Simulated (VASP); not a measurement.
# LaFePO (P4/nmm) in VASP: further runs

The runs below take LaFePO through single point, with PBEsol.

All numbers are computed with VASP 6.6.1; they aren't measurements. Logs are shortened: lines on timing, memory, paths and dates and some standing lists are left out, and cuts for length are marked.

### Step 1. The cell of the first run

Symmetry: P4/nmm, No. 129, tetragonal system. Conventional cell: a = 4.042 Å, b = 4.042 Å, c = 9.024 Å, α = 90.00°, β = 90.00°, γ = 90.00°. La (site symmetry 4mm) has 4 O at 2.36 Å within 3.1 Å. Within 3.3 Å of Fe (site symmetry -4m2) lie 4 P at 2.51 Å and 4 Fe at 2.86 Å. Within 3.4 Å of P (site symmetry 4mm) lie 4 Fe at 2.51 Å and 4 La at 3.38 Å. O (site symmetry -4m2) has 4 La at 2.36 Å and 4 O at 2.86 Å within 3.1 Å.

### Step 2. Single point, PBEsol, collinear spin, ferromagnetic start

Input file INCAR:

```
PREC = Accurate
ENCUT = 520
EDIFF = 1E-6
ISMEAR = -1
SIGMA = 0.1
LREAL = False
LASPH = True
NELM = 150
ALGO = Normal
ISIF = 2
LWAVE = False
LCHARG = False
ISPIN = 2
MAGMOM = 0 0 3.5 3.5 0 0 0 0
LORBIT = 11
LMAXMIX = 6
GGA = PS
NBANDS = 44
```

Input file KPOINTS:

```
regular mesh
0
Gamma
  7 7 3
```

Input file POSCAR:

```
LaFePO
1.0
    4.0415712577      0.0000000000      0.0000000000
    0.0000000000      4.0415712577      0.0000000000
    0.0000000000      0.0000000000      9.0240051427
La Fe P O
2 2 2 2
Direct
    0.5000000000      0.0000000000      0.1351500000
    0.0000000000      0.5000000000      0.8648500000
    0.0000000000      0.0000000000      0.5000000000
    0.5000000000      0.5000000000      0.5000000000
    0.5000000000      0.0000000000      0.6657500000
    0.0000000000      0.5000000000      0.3342500000
    0.0000000000      0.0000000000      0.0000000000
    0.5000000000      0.5000000000      0.0000000000
```

Potentials or basis: VASP PAW PBE potentials, release 64 (La, Fe, P, O).

The run is started by

```console
cat potpaw_PBE.64/La/POTCAR potpaw_PBE.64/Fe/POTCAR potpaw_PBE.64/P/POTCAR potpaw_PBE.64/O/POTCAR > POTCAR
mpirun -np 1 vasp_std > vasp.out
```

OUTCAR:

```text
PREC = Accurate
   ENCUT = 520
   EDIFF = 1E-6
   ISMEAR = -1
   LREAL = False
   LASPH = True
   NELM = 150
   ISIF = 2
   ISPIN = 2
   LORBIT = 11
   GGA = PS

 ion  position               nearest neighbor table
   1  0.500  0.000  0.135-   7 2.36   8 2.36   8 2.36   7 2.36
   2  0.000  0.500  0.865-   7 2.36   8 2.36   7 2.36   8 2.36
   3  0.000  0.000  0.500-   5 2.51   6 2.51   6 2.51   5 2.51   4 2.86   4 2.86   4 2.86   4 2.86

   4  0.500  0.500  0.500-   5 2.51   6 2.51   5 2.51   6 2.51   3 2.86   3 2.86   3 2.86   3 2.86

   5  0.500  0.000  0.666-   3 2.51   4 2.51   4 2.51   3 2.51
   6  0.000  0.500  0.334-   3 2.51   4 2.51   3 2.51   4 2.51
   7  0.000  0.000  0.000-   1 2.36   2 2.36   2 2.36   1 2.36
   8  0.500  0.500  0.000-   1 2.36   2 2.36   1 2.36   2 2.36

  LATTYP: Found a simple tetragonal cell.
 ALAT       =     4.0415712577
 C/A-ratio  =     2.2327962486

  Lattice vectors:

 A1 = (   4.0415712577,   0.0000000000,   0.0000000000)
 A2 = (   0.0000000000,   4.0415712577,   0.0000000000)
 A3 = (   0.0000000000,   0.0000000000,   9.0240051427)

Analysis of symmetry for initial positions (statically):
=====================================================================
 Subroutine PRICEL returns:
 Original cell was already a primitive cell.

 Routine SETGRP: Setting up the symmetry group for a
 simple tetragonal supercell.

 Subroutine GETGRP returns: Found 16 space group operations
 (whereof  8 operations were pure point group operations)
 out of a pool of 16 trial point group operations.

The static configuration has the point symmetry D_2d.
 The point group associated with its full space group is D_4h.

Analysis of symmetry for dynamics (positions and initial velocities):
=====================================================================
 Subroutine PRICEL returns:
 Original cell was already a primitive cell.

 Routine SETGRP: Setting up the symmetry group for a
 simple tetragonal supercell.

 Subroutine GETGRP returns: Found 16 space group operations
 (whereof  8 operations were pure point group operations)
 out of a pool of 16 trial point group operations.

The dynamic configuration has the point symmetry D_2d.
 The point group associated with its full space group is D_4h.

Analysis of structural, dynamic, and magnetic symmetry:
[... 160 lines left out ...]
  ---------------------------------------------------
  ext. energy  EPLUGINS =         0.00000000
  ---------------------------------------------------
  free energy    TOTEN  =       -64.41277002 eV

  energy without entropy =      -64.20734820  energy(sigma->0) =      -64.31005911

 E-fermi :   6.3738     XC(G=0): -10.5781

 val. band max:        6.3580222667   @ k =   0.1429   0.0000   0.0000
 cond. band min:       6.3768729465   @ k =   0.4286   0.0000   0.0000
 fundamental gap:      0.0188506798
 Fermi energy:         6.3738222490

 spin component 1

 k-point     1 :       0.0000    0.0000    0.0000
  band No.  band energies     occupation
      1     -25.4805      1.00000
      2     -25.2429      1.00000
      3     -12.7380      1.00000
      4     -11.4106      1.00000
      5      -9.3802      1.00000
      6      -9.3802      1.00000
[... 889 lines left out ...]
     41       9.6549      0.00000
     42       9.6985      0.00000
 Fermi energy:         6.3738222490

 spin component 2

 k-point     1 :       0.0000    0.0000    0.0000
  band No.  band energies     occupation
      1     -25.4733      1.00000
      2     -25.2355      1.00000
      3     -12.7339      1.00000
      4     -11.4050      1.00000
      5      -9.3719      1.00000
      6      -9.3719      1.00000
[... 889 lines left out ...]
     41       9.7788      0.00000
     42       9.7973      0.00000
 [bands above 42 left out]

------------------------ aborting loop because EDIFF is reached ----------------------------------------

  FORCE on cell =-STRESS in cart. coord.  units (eV):
  Direction    XX          YY          ZZ          XY          YZ          ZX
  --------------------------------------------------------------------------------------
  -------------------------------------------------------------------------------------
  Total       -9.5935550     -9.5935550     -8.7088707      0.0000000      0.0000000      0.0000000
  in kB     -104.2774339   -104.2774339    -94.6613319      0.0000000      0.0000000      0.0000000
  external PRESSURE =    -101.0720666 kB  Pullay stress =       0.0000000 kB

 VOLUME and BASIS-vectors are now :
 -----------------------------------------------------------------------------
  energy-cutoff  :      520.00
  volume of cell :      147.40
      direct lattice vectors                 reciprocal lattice vectors
     4.041571258  0.000000000  0.000000000     0.247428521  0.000000000  0.000000000
     0.000000000  4.041571258  0.000000000     0.000000000  0.247428521  0.000000000
     0.000000000  0.000000000  9.024005143     0.000000000  0.000000000  0.110815540

 POSITION                                       TOTAL-FORCE (eV/Angst)
 -----------------------------------------------------------------------------------
      2.02079      0.00000      1.21959        -0.000000      0.000000      0.293010
      0.00000      2.02079      7.80441         0.000000      0.000000     -0.293010
      0.00000      0.00000      4.51200         0.000000     -0.000000     -0.000000
      2.02079      2.02079      4.51200         0.000000      0.000000     -0.000000
      2.02079      0.00000      6.00773        -0.000000      0.000000     -1.765832
      0.00000      2.02079      3.01627         0.000000      0.000000      1.765832
      0.00000      0.00000      0.00000         0.000000      0.000000     -0.000000
      2.02079      2.02079      0.00000        -0.000000     -0.000000     -0.000000
 -----------------------------------------------------------------------------------
    total drift:                                0.000000      0.000000      0.000000

  FREE ENERGIE OF THE ION-ELECTRON SYSTEM (eV)
  ---------------------------------------------------
  free  energy   TOTEN  =       -64.4127700226 eV

  energy  without entropy=      -64.2073482033  energy(sigma->0) =      -64.31005911

 total charge

# of ion       s       p       d       f       tot
--------------------------------------------------
    1        2.035   5.661   0.668   0.240   8.604
    2        2.035   5.661   0.668   0.240   8.604
    3        0.355   0.374   6.124   0.000   6.853
    4        0.355   0.374   6.124   0.000   6.853
    5        1.030   1.399   0.000   0.000   2.430
    6        1.030   1.399   0.000   0.000   2.430
    7        1.566   3.449   0.000   0.000   5.016
    8        1.566   3.449   0.000   0.000   5.016
--------------------------------------------------
tot          9.973  21.767  13.584   0.480  45.804

 magnetization (x)

# of ion       s       p       d       f       tot
--------------------------------------------------
    1        0.001  -0.000   0.004   0.007   0.012
    2        0.001  -0.000   0.004   0.007   0.012
    3        0.022   0.027   2.653   0.000   2.701
    4        0.022   0.027   2.653   0.000   2.701
    5        0.002  -0.015   0.000   0.000  -0.013
    6        0.002  -0.015   0.000   0.000  -0.013
    7        0.000   0.002   0.000   0.000   0.003
    8        0.000   0.002   0.000   0.000   0.003
--------------------------------------------------
tot          0.050   0.028   5.313   0.014   5.405
```

Run time: 6.4 min. Hardware: 1 thread of AMD EPYC 9R14 (Zen 4), shared host; peak memory 0.41 GiB.

Results:

```
Free energy                                           : -64.4128 eV
Pressure                                              : -10.1 GPa
Largest force                                         : 1.766 eV/Å
Net moment                                            : 5.59 μB per cell
Site moments                                          : La +0.01; Fe +2.70; P -0.01; O +0.00 μB
Valence electrons inside the program's atomic spheres : La 8.60; Fe 6.85; P 2.43; O 5.02
```

Forces in eV/Å, atoms in the order of the input:
```
La   0.000  0.000  0.293
La   0.000  0.000 -0.293
Fe   0.000  0.000  0.000
Fe   0.000  0.000  0.000
P    0.000  0.000 -1.766
P    0.000  0.000  1.766
O    0.000  0.000  0.000
O    0.000  0.000  0.000
```

Caveat: the cell stands under tension; the PAW data sets were made with another functional, which shifts forces and pressure a little; spin-orbit coupling is left out, which moves the levels of the heavy elements; the run started ferromagnetic, and an antiferromagnetic order may lie lower in energy. With open d or f shells a metallic result of PBEsol can be an artefact of self-interaction; +U or a hybrid may open a gap.

### Step 3. Single point, PBEsol, collinear spin, ferromagnetic start

This run uses another cell than the first one, of 18.80 Å³/atom.

INCAR: that of step 2 with these lines changed.

```diff
@@ -2,3 +2,3 @@
 ENCUT = 520
-EDIFF = 1E-6
+EDIFF = 1E-7
 ISMEAR = -1
```

KPOINTS is that of step 2.

POSCAR: that of step 2 with these lines changed.

```diff
@@ -2,5 +2,5 @@
 1.0
-    4.0415712577      0.0000000000      0.0000000000
-    0.0000000000      4.0415712577      0.0000000000
-    0.0000000000      0.0000000000      9.0240051427
+    4.0688800000      0.0000000000      0.0000000000
+    0.0000000000      4.0688800000      0.0000000000
+    0.0000000000      0.0000000000      9.0849800000
 La Fe P O
```

Potentials or basis: VASP PAW PBE potentials, release 64 (La, Fe, P, O).

The run is started by

```console
cat potpaw_PBE.64/La/POTCAR potpaw_PBE.64/Fe/POTCAR potpaw_PBE.64/P/POTCAR potpaw_PBE.64/O/POTCAR > POTCAR
mpirun -np 1 vasp_std > vasp.out
```

Wall time 6.9 min (1 thread of AMD EPYC 9R14 (Zen 4), shared host); peak memory 0.41 GiB.

It converged, with:

| Property | Result |
| --- | --- |
| Free energy | -64.2128 eV |
| Pressure | -11.3 GPa |
| Largest force | 1.744 eV/Å |
| Net moment | 5.84 μB per cell |
| Site moments | La +0.01; Fe +2.79; P -0.00; O +0.00 μB |
| Valence electrons inside the program's atomic spheres | La 8.57; Fe 6.82; P 2.43; O 5.01 |

Forces on the atoms (eV/Å):
```
La   0.000  0.000  0.009
La   0.000  0.000 -0.009
Fe   0.000  0.000  0.000
Fe   0.000  0.000  0.000
P    0.000  0.000 -1.744
P    0.000  0.000  1.744
O    0.000  0.000  0.000
O    0.000  0.000  0.000
```

Stress tensor (GPa, compression positive):
```
-11.73   0.00   0.00
  0.00 -11.73   0.00
  0.00   0.00 -10.52
```

Levels at points of the mesh, in eV from the Fermi level:
Spin up:
| k point | band 29 | band 30 | band 31 | band 32 | band 33 | band 34 | band 35 | band 36 | band 37 | band 38 |
| --- | --- | --- | --- | --- | --- | --- | --- | --- | --- | --- |
| (0.00, 0.00, 0.00) | -1.22 | -1.08 | -1.08 | 0.17 | 0.98 | 0.98 | 1.90 | 2.35 | 2.57 | 2.60 |
Spin down:
```csv
k point,band 24,band 25,band 26,band 27,band 28,band 29
"(0.00, 0.00, 0.00)",-1.83,-1.18,-0.07,0.05,0.66,0.82
```

Caveat: the cell stands under tension; the PAW data sets were made with another functional, which shifts forces and pressure a little; spin-orbit coupling is left out, which moves the levels of the heavy elements; the run started ferromagnetic, and an antiferromagnetic order may lie lower in energy. With open d or f shells a metallic result of PBEsol can be an artefact of self-interaction; +U or a hybrid may open a gap.
